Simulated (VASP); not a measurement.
MgC2, 6 atoms in the cell. The typed cell holds 6 atoms: a = 3.951 Å, b = 3.951 Å, c = 4.987 Å, α = 90.00°, β = 90.00°, γ = 90.00°. 

- Program: VASP 6.6.1
- Task: single point
- Functional: r2SCAN
- Potentials or basis: VASP PAW PBE potentials, release 64 (Mg_sv, C)
- Cutoff: 750 eV
- k mesh: 5 × 5 × 4
- Occupations: gaussian, width 0.05 eV
- Spin: no spin polarisation
- Dipole correction: no
- Mended: yes
- Further INCAR settings: ALGO = Normal; EDIFF = 1e-06; NBANDS = 27

Potentials or basis: VASP PAW PBE potentials, release 64 (Mg_sv, C).

Command:

```bash
$ cat potpaw_PBE.64/Mg_sv/POTCAR potpaw_PBE.64/C/POTCAR > POTCAR
$ cp INCAR.step1 INCAR
$ mpirun -np 1 vasp_std > vasp.out
$ cp INCAR.step2 INCAR
$ mpirun -np 1 vasp_std > vasp.out
```

Hardware: 1 thread of AMD EPYC 9R45 96-Core Processor (Zen 5) (shared host).

Problem. Estimate the wall time of this run.

Solution. Wall time 6.6 min on 1 thread of AMD EPYC 9R45 96-Core Processor (Zen 5), on a shared host, peak memory 0.3 GiB. Counts: k points 51.
